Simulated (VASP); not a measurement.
# SnSe in VASP: notebook

Runs on SnSe. Level: PBEsol. Tasks: single point.

Program: VASP 6.6.1. These are calculated values, not measurements. Logs are shortened: lines on timing, memory, paths and dates and some standing lists are left out, and cuts for length are marked.

**1. The cell of the first run**

The structure is tetragonal, space group I4mm (No. 107). The conventional cell has a = 4.257 Å, b = 4.257 Å, c = 6.020 Å, α = 90.00°, β = 90.00°, γ = 90.00°. Sn (site symmetry 4mm) has 6 Se at 2.91 to 3.11 Å within 3.8 Å. Se (site symmetry 4mm) has 6 Sn at 2.91 to 3.11 Å within 3.8 Å.

**2. Single point, PBEsol (atom 1 (Sn) moved by (+0.000, -0.100) A along [1 1 0] and z)**

File INCAR:

```
ALGO     = Normal         # electronic algorithm
EDIFF    = 1E-7           # SCF threshold, eV
ENCUT    = 520            # plane-wave cutoff, eV
GGA      = PS             # functional
ISIF     = 2              # what is computed and relaxed
ISMEAR   = 0              # smearing method
LASPH    = True           # aspherical terms in the spheres
LCHARG   = False          # write CHGCAR
LREAL    = False          # projectors in reciprocal space
LWAVE    = False          # write WAVECAR
NBANDS   = 17             # bands
NELM     = 60             # most SCF steps
PREC     = Accurate       # precision mode
SIGMA    = 0.05           # smearing width, eV
```

File KPOINTS:

```
k-points
0
Gamma
  8 8 8
```

File POSCAR:

```
SnSe
1.0
    0.0000000000      3.0100000000      3.0100000000
    3.0100000000      0.0000000000      3.0100000000
    3.0100000000      3.0100000000      0.0000000000
Sn Se
1 1
Direct
   -0.0166112957     -0.0166112957      0.0166112957
    0.5000000000      0.5000000000      0.5000000000
```

Potentials or basis: VASP PAW PBE potentials, release 64 (Sn_d, Se).

Command:

```sh
$ cat potpaw_PBE.64/Sn_d/POTCAR potpaw_PBE.64/Se/POTCAR > POTCAR
$ mpirun -np 1 vasp_std > vasp.out
```

OUTCAR:

```text
EDIFF = 1E-7
   ENCUT = 520
   GGA = PS
   ISIF = 2
   ISMEAR = 0
   LASPH = True
   LREAL = False
   NELM = 60
   PREC = Accurate

 ion  position               nearest neighbor table
   1  0.983  0.983  0.017-   2 2.91   2 3.01   2 3.01   2 3.01   2 3.01   2 3.11
   2  0.500  0.500  0.500-   1 2.91   1 3.01   1 3.01   1 3.01   1 3.01   1 3.11

  LATTYP: Found a face centered cubic cell.
 ALAT       =     6.0200000000

  Lattice vectors:

 A1 = (   0.0000000000,   3.0100000000,   3.0100000000)
 A2 = (   3.0100000000,   0.0000000000,   3.0100000000)
 A3 = (   3.0100000000,   3.0100000000,   0.0000000000)

Analysis of symmetry for initial positions (statically):
=====================================================================
 Subroutine PRICEL returns:
 Original cell was already a primitive cell.

 Routine SETGRP: Setting up the symmetry group for a
 face centered cubic supercell.

 Subroutine GETGRP returns: Found  8 space group operations
 (whereof  8 operations were pure point group operations)
 out of a pool of 48 trial point group operations.

The static configuration has the point symmetry C_4v.

Analysis of symmetry for dynamics (positions and initial velocities):
=====================================================================
 Subroutine PRICEL returns:
 Original cell was already a primitive cell.

 Routine SETGRP: Setting up the symmetry group for a
 face centered cubic supercell.

 Subroutine GETGRP returns: Found  8 space group operations
 (whereof  8 operations were pure point group operations)
 out of a pool of 48 trial point group operations.

The dynamic configuration has the point symmetry C_4v.

 Subroutine INISYM returns: Found  8 space group operations
 (whereof  8 operations are pure point group operations),
 and found     1 'primitive' translations

----------------------------------------------------------------------------------------

                                     Primitive cell

  volume of cell :      54.5418

  direct lattice vectors                    reciprocal lattice vectors
     0.000000000  3.010000000  3.010000000    -0.166112957  0.166112957  0.166112957
     3.010000000  0.000000000  3.010000000     0.166112957 -0.166112957  0.166112957
     3.010000000  3.010000000  0.000000000     0.166112957  0.166112957 -0.166112957

  length of vectors
     4.256782823  4.256782823  4.256782823     0.287716081  0.287716081  0.287716081

  position of ions in fractional coordinates (direct lattice)
     0.983388704  0.983388704  0.016611296
     0.500000000  0.500000000  0.500000000

  ion indices of the primitive-cell ions
   primitive index   ion index
                 1           1
                 2           2

----------------------------------------------------------------------------------------

 KPOINTS: k-points

Automatic generation of k-mesh.
 Grid dimensions read from file:
 generate k-points for:    8    8    8

 Generating k-lattice:

  Cartesian coordinates                     Fractional coordinates (reciprocal lattice)
    -0.020764120  0.020764120  0.020764120     0.125000000  0.000000000  0.000000000
     0.020764120 -0.020764120  0.020764120     0.000000000  0.125000000  0.000000000
     0.020764120  0.020764120 -0.020764120     0.000000000  0.000000000  0.125000000

  Length of vectors
     0.035964510  0.035964510  0.035964510

  Shift w.r.t. Gamma in fractional coordinates (k-lattice)
     0.000000000  0.000000000  0.000000000

 Subroutine IBZKPT returns following result:
 ===========================================

 Found     59 irreducible k-points:

 Following reciprocal coordinates:
            Coordinates               Weight
  0.000000  0.000000  0.000000      1.000000
  0.125000  0.000000  0.000000      8.000000
  0.250000  0.000000  0.000000      8.000000
  0.375000  0.000000  0.000000      8.000000
  0.500000  0.000000  0.000000      4.000000
  0.125000  0.125000  0.000000      2.000000
[... 16 lines left out ...]
  0.000000  0.375000  0.250000     16.000000
  0.500000  0.250000  0.000000      8.000000
 [... further k-points ...]
   k-points           NKPTS =     59   k-points in BZ     NKDIM =     59   number of bands    NBANDS=     17
   number of dos      NEDOS =    301   number of ions     NIONS =      2
   total plane-waves  NPLWV =  32768
   dimension x,y,z NGX =    32 NGY =   32 NGZ =   32
   dimension x,y,z NGXF=    64 NGYF=   64 NGZF=   64
   ions per type =               1   1
   NGX,Y,Z   is equivalent  to a cutoff of  12.50, 12.50, 12.50 a.u.
   NGXF,Y,Z  is equivalent  to a cutoff of  24.99, 24.99, 24.99 a.u.
 SYSTEM =  unknown system
   PREC   = accura    normal or accurate (medium, high low for compatibility)
   ISTART =      0    job   : 0-new  1-cont  2-samecut
   ICHARG =      2    charge: 1-file 2-atom 10-const
   ISPIN  =      1    spin polarized calculation?
   LNONCOLLINEAR =      F non collinear calculations
   LSORBIT =      F    spin-orbit coupling
   LASPH  =      T    aspherical Exc in radial PAW
   ENCUT  =  520.0 eV  38.22 Ry    6.18 a.u.   7.91  7.91  7.91*2*pi/ulx,y,z
   NELM   =     60;   NELMIN=  2; NELMDL= -5     # of ELM steps
   EDIFF  = 0.1E-06   stopping-criterion for ELM
   LREAL  =      F    real-space projection
   EDIFFG = 0.1E-05   stopping-criterion for IOM
   NSW    =      0    number of steps for IOM
   IBRION =     -1    ionic relax: 0-MD 1-quasi-New 2-CG
   NFREE  =      0    steps in history (QN), initial steepest desc. (CG)
   ISIF   =      2    stress and relaxation
   ISYM   =      2    0-nonsym 1-usesym 2-fastsym
   POTIM  = 0.5000    time-step for ionic-motion
   TEBEG  =    0.0;   TEEND  =   0.0 temperature during run
   PSTRESS=    0.0 pullay stress
   NELECT =      20.0000    total number of electrons
   NUPDOWN=      -1.0000    fix difference up-down
   EMIN   =  10.00;   EMAX   =-10.00  energy-range for DOS
   EFERMI =   0.00;   METHOD = LEGACY
   ISMEAR =     0;   SIGMA  =   0.05  broadening in eV -4-tet -1-fermi 0-gaus
   EFERMI_NEDOS =   21; number of points for ismear=-14 and -15
   IALGO  =     38    algorithm
   IMIX   =      4    mixing-type and parameters
     AMIX     =   0.40;   BMIX     =  1.00
     AMIX_MAG =   1.60;   BMIX_MAG =  1.00
  volume/ion in A,a.u.               =      27.27       184.03
  Fermi-wavevector in a.u.,A,eV,Ry     =   1.171768  2.214321 18.681350  1.373040
  Thomas-Fermi vector in A             =   2.308207
   LORBIT       =      0    0 simple, 1 ext, 2 COOP (PROOUT), +10 PAW based schemes
   GGA     = PS    functional components
   LHFCALC =     F    Hartree Fock is set to
   AEXX    =    0.0000 exact exchange contribution
   IVDW    =     0    specifies the selected vdW correction
   LEPSILON=     F    determine dielectric tensor
   LRPA    =     F    only Hartree local field effects (RPA)
 non-spin polarized calculation
 Gauss-broadening in eV      SIGMA  =   0.05
  energy-cutoff  :      520.00
  volume of cell :       54.54
 maximum number of plane-waves:      1480
   NGX = 15   NGY = 15   NGZ = 15

 number of electron      20.0000005 magnetization

 Free energy of the ion-electron system (eV)
  ---------------------------------------------------
  ext. energy  EPLUGINS =         0.00000000
  ---------------------------------------------------
  free energy    TOTEN  =        -8.97368666 eV

  energy without entropy =       -8.97368666  energy(sigma->0) =       -8.97368666

 E-fermi :   5.6003     XC(G=0):  -9.7743

 val. band max:        5.3369363352   @ k =   0.5000   0.0000   0.0000
 cond. band min:       6.0289040012   @ k =   0.5000   0.0000   0.0000
 fundamental gap:      0.6919676660
 Fermi energy:         5.6003284335

 k-point     1 :       0.0000    0.0000    0.0000
  band No.  band energies     occupation
      1     -16.0366      2.00000
      2     -16.0358      2.00000
      3     -16.0345      2.00000
      4     -16.0345      2.00000
      5     -16.0343      2.00000
      6      -8.4486      2.00000
[... 9 lines left out ...]
     16      11.3261      0.00000
     17      13.5053      0.00000

 k-point     2 :       0.1250    0.0000    0.0000
  band No.  band energies     occupation
      1     -16.0368      2.00000
      2     -16.0363      2.00000
      3     -16.0349      2.00000
      4     -16.0331      2.00000
      5     -16.0327      2.00000
      6      -8.3388      2.00000
[... 9 lines left out ...]
     16      11.6426      0.00000
     17      14.5916      0.00000

 k-point     3 :       0.2500    0.0000    0.0000
  band No.  band energies     occupation
      1     -16.0396      2.00000
      2     -16.0389      2.00000
      3     -16.0340      2.00000
      4     -16.0288      2.00000
      5     -16.0281      2.00000
      6      -8.0429      2.00000
[... 9 lines left out ...]
     16      12.5786      0.00000
     17      16.7128      0.00000

 k-point     4 :       0.3750    0.0000    0.0000
  band No.  band energies     occupation
      1     -16.0425      2.00000
      2     -16.0418      2.00000
      3     -16.0331      2.00000
      4     -16.0242      2.00000
      5     -16.0234      2.00000
      6      -7.6853      2.00000
[... 9 lines left out ...]
     16      14.0546      0.00000
     17      16.7761      0.00000
[... 343 lines left out ...]
      1     -16.0512      2.00000
      2     -16.0396      2.00000
      3     -16.0326      2.00000
      4     -16.0228      2.00000
      5     -16.0214      2.00000
      6      -7.6280      2.00000
[... 9 lines left out ...]
     16      15.3216      0.00000
     17      16.2166      0.00000

 k-point    23 :       0.0000    0.3750    0.2500
  band No.  band energies     occupation
      1     -16.0521      2.00000
      2     -16.0376      2.00000
      3     -16.0317      2.00000
      4     -16.0243      2.00000
      5     -16.0218      2.00000
      6      -7.6316      2.00000
[... 9 lines left out ...]
     16      15.3643      0.00000
     17      16.2354      0.00000

 k-point    24 :       0.5000    0.2500    0.0000
  band No.  band energies     occupation
      1     -16.0522      2.00000
      2     -16.0361      2.00000
      3     -16.0352      2.00000
      4     -16.0226      2.00000
      5     -16.0196      2.00000
      6      -7.3782      2.00000
[... 9 lines left out ...]
     16      16.0695      0.00000
     17      16.7865      0.00000

 [... further k-points ...]

------------------------ aborting loop because EDIFF is reached ----------------------------------------

  FORCE on cell =-STRESS in cart. coord.  units (eV):
  Direction    XX          YY          ZZ          XY          YZ          ZX
  --------------------------------------------------------------------------------------
  -------------------------------------------------------------------------------------
  Total       -0.6348978     -0.6348978     -0.5400787      0.0000000      0.0000000     -0.0000000
  in kB      -18.6502614    -18.6502614    -15.8649303      0.0000000      0.0000000     -0.0000000
  external PRESSURE =     -17.7218177 kB  Pullay stress =       0.0000000 kB

 VOLUME and BASIS-vectors are now :
 -----------------------------------------------------------------------------
  energy-cutoff  :      520.00
  volume of cell :       54.54
      direct lattice vectors                 reciprocal lattice vectors
     0.000000000  3.010000000  3.010000000    -0.166112957  0.166112957  0.166112957
     3.010000000  0.000000000  3.010000000     0.166112957 -0.166112957  0.166112957
     3.010000000  3.010000000  0.000000000     0.166112957  0.166112957 -0.166112957

 POSITION                                       TOTAL-FORCE (eV/Angst)
 -----------------------------------------------------------------------------------
      3.01000      3.01000      5.92000         0.000000      0.000000      0.012002
      3.01000      3.01000      3.01000         0.000000      0.000000     -0.012002
 -----------------------------------------------------------------------------------
    total drift:                                0.000000      0.000000     -0.000022

  FREE ENERGIE OF THE ION-ELECTRON SYSTEM (eV)
  ---------------------------------------------------
  free  energy   TOTEN  =        -8.9736866632 eV

  energy  without entropy=       -8.9736866632  energy(sigma->0) =       -8.97368666
```

Run time: 29 s. Hardware: 1 thread of Intel Xeon Platinum 8375C at 2.90GHz (Ice Lake), shared host; peak memory 0.21 GiB.

Results:

```yaml
Free_energy: -8.9737 eV
Pressure: -1.8 GPa
Largest_force: 0.012 eV/Å
Band_gap_on_the_k_mesh: 0.69 eV, direct
```

Forces on the atoms (eV/Å):
```
Sn   0.000  0.000  0.012
Se   0.000  0.000 -0.012
```

Caveat: the cell differs from its parent crystal (atom 1 (Sn) moved by (+0.000, -0.100) A along [1 1 0] and z); the PAW data sets were made with another functional, which shifts forces and pressure a little; spin-orbit coupling is left out, which moves the levels of the heavy elements. A k mesh can miss the band edges.

**3. Single point, PBEsol (atom 1 (Sn) moved by (-0.100, +0.000) A along [1 1 0] and z)**

File INCAR:

```
SYSTEM = SnSe
PREC = Accurate ; ENCUT = 520
EDIFF = 1E-7 ; ISMEAR = 0
SIGMA = 0.05 ; LREAL = .FALSE.
LASPH = .TRUE. ; NELM = 100
ALGO = Normal ; ISIF = 2
LWAVE = .FALSE. ; LCHARG = .FALSE.
GGA = PS ; NBANDS = 17
```

File KPOINTS:

```
regular mesh
0
G
  8 8 8
  0 0 0
```

Changes to POSCAR since step 2:

```diff
@@ -8,3 +8,3 @@
 Direct
-   -0.0166112957     -0.0166112957      0.0166112957
+    0.0000000000      0.0000000000     -0.0234919196
     0.5000000000      0.5000000000      0.5000000000
```

Potentials or basis: VASP PAW PBE potentials, release 64 (Sn_d, Se).

Command:

```sh
$ cat potpaw_PBE.64/Sn_d/POTCAR potpaw_PBE.64/Se/POTCAR > POTCAR
$ mpirun -np 1 vasp_std > vasp.out
```

It took 44 s on 1 thread of Intel Xeon Platinum 8375C at 2.90GHz (Ice Lake), shared host; peak memory 0.23 GiB.

The run converged. Its results:

```
Free energy            : -8.9737 eV
Pressure               : -1.8 GPa
Largest force          : 0.010 eV/Å
Band gap on the k mesh : 0.63 eV, direct
```

Forces in eV/Å, atoms in the order of the input:
```
Sn   0.007  0.007  0.000
Se  -0.007 -0.007  0.000
```

Stress tensor (GPa, compression positive):
```
-1.73  0.08  0.00
 0.08 -1.73  0.00
 0.00  0.00 -1.86
```

Levels at points of the mesh, in eV from the valence-band top:
| k point | band 6 | band 7 | band 8 | band 9 | band 10 | band 11 | band 12 | band 13 | band 14 | band 15 |
| --- | --- | --- | --- | --- | --- | --- | --- | --- | --- | --- |
| (0.00, 0.00, 0.00) | -13.82 | -5.03 | -2.14 | -2.11 | -2.11 | 4.27 | 4.28 | 4.37 | 5.87 | 5.96 |
| (0.50, 0.00, 0.00) | -12.88 | -8.02 | -1.90 | -1.89 | 0.00 | 0.63 | 1.32 | 1.34 | 8.18 | 10.11 |
| (0.00, 0.00, 0.50) | -12.88 | -7.99 | -1.91 | -1.87 | -0.06 | 0.68 | 1.29 | 1.32 | 8.16 | 10.15 |
| (0.50, 0.50, 0.00) | -12.60 | -5.97 | -5.43 | -3.59 | -3.54 | 2.92 | 5.41 | 5.48 | 6.00 | 10.52 |
| (0.00, 0.50, 0.50) | -12.60 | -6.07 | -5.33 | -3.57 | -3.57 | 2.95 | 5.41 | 5.43 | 6.01 | 10.53 |

Caveat: the cell differs from its parent crystal (atom 1 (Sn) moved by (-0.100, +0.000) A along [1 1 0] and z); the PAW data sets were made with another functional, which shifts forces and pressure a little; spin-orbit coupling is left out, which moves the levels of the heavy elements. A k mesh can miss the band edges.
